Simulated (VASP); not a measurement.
Input of a VASP 6.6.1 run:

INCAR

```
ALGO = Normal
EDIFF = 1E-6
ENCUT = 520
GGA = PE
ISIF = 2
ISMEAR = 0
LASPH = T
LCHARG = F
LREAL = F
LWAVE = F
NBANDS = 30
NELM = 80
PREC = Accurate
SIGMA = 0.02
```

Contents of KPOINTS:

```
k-points
0
Gamma
  6 6 6
```

Contents of POSCAR:

```
CdAgBr3
1.0
    4.1732463886      2.4094249258      3.7139385444
   -4.1732463886      2.4094249258      3.7139385444
    0.0000000000     -4.8188498517      3.7139385444
Cd Ag Br
1 1 3
Direct
    0.2829996060      0.2829996060      0.2829996060
    0.0088593784      0.0088593784      0.0088593784
    0.0486073161      0.5593369434      0.0486073161
    0.5593369434      0.0486073161      0.0486073161
    0.0486073161      0.0486073161      0.5593369434
```

Potentials or basis: VASP PAW PBE potentials, release 64 (Cd, Ag, Br).

The run is started by

```bash
$ cat potpaw_PBE.64/Cd/POTCAR potpaw_PBE.64/Ag/POTCAR potpaw_PBE.64/Br/POTCAR > POTCAR
$ mpirun -np 1 vasp_std > vasp.out
```

(1) What does it give for the largest force?

(2) What does it give for the band gap on the k mesh?

(3) Estimate the pressure.

Results:

(1) 0.043 eV/Å.

(2) 1.13 eV (least direct gap 1.77 eV).

(3) 0.1 GPa.
